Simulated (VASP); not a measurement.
Wanted: the native input for a VASP 6.6.1 run.

- Task: single point
- Functional: PBE
- Dispersion: D3(BJ)
- Potentials or basis: VASP PAW PBE potentials, release 64 (S, Zr_sv, H)
- Cutoff: 400 eV
- k mesh: 6 × 6 × 1
- Occupations: gaussian, width 0.05 eV
- Spin: no spin polarisation
- Dipole correction: yes
- Further INCAR settings: ALGO = Normal; EDIFF = 1e-06; NBANDS = 62; NELMDL = -8

The structure of Zr2HS4 lies in POSCAR:

```
Zr2HS4
1.0
    7.2976778227      0.0000000000      0.0000000000
   -3.6488389114      6.3199743831      0.0000000000
    0.0000000000      0.0000000000     20.9171506047
S Zr H
8 4 2
Direct
    0.3333333333      0.1666666667      0.1912306354
    0.3333333333      0.6666666667      0.1912306354
    0.8333333333      0.1666666667      0.1912306354
    0.8333333333      0.6666666667      0.1912306354
    0.1666666667      0.3333333333      0.3306927762
    0.1666666667      0.8333333333      0.3306927762
    0.6666666667      0.3333333333      0.3306927762
    0.6666666667      0.8333333333      0.3306927762
    0.0000000000      0.0000000000      0.2609617058
    0.0000000000      0.5000000000      0.2609617058
    0.5000000000      0.0000000000      0.2609617058
    0.5000000000      0.5000000000      0.2609617058
    0.2969803379      0.7030196621      0.5028003481
    0.3696863288      0.6303136712      0.5028003481
```

These files were run (other wordings do the same):

INCAR

```
SYSTEM = Zr2HS4
PREC = Accurate ; ENCUT = 400
EDIFF = 1E-6 ; ISMEAR = 0
SIGMA = 0.05 ; LREAL = .FALSE.
LASPH = .TRUE. ; NELM = 120
ALGO = Normal ; ISIF = 2
LWAVE = .FALSE. ; LCHARG = .FALSE.
LDIPOL = .TRUE. ; IDIPOL = 3
DIPOL = 0.5 0.5 0.296 ; GGA = PE
IVDW = 12 ; NBANDS = 62
GGA_COMPAT = .FALSE. ; NELMDL = -8
```

KPOINTS

```
regular mesh
0
G
  6 6 1
  0 0 0
```

Potentials or basis: VASP PAW PBE potentials, release 64 (S, Zr_sv, H).

Run with:

```bash
$ cat potpaw_PBE.64/S/POTCAR potpaw_PBE.64/Zr_sv/POTCAR potpaw_PBE.64/H/POTCAR > POTCAR
$ mpirun -np 1 vasp_std > vasp.out
```

Results of the run:

* Largest force: 3.416 eV/Å
* Band gap on the k mesh: 1.10 eV
* Dispersion energy per atom: -0.214 eV

Wall time 25 min on 1 thread of Intel(R) Xeon(R) Platinum 8259CL CPU @ 2.50GHz (Skylake/Cascade Lake), with other jobs on the host, peak memory 0.91 GiB.
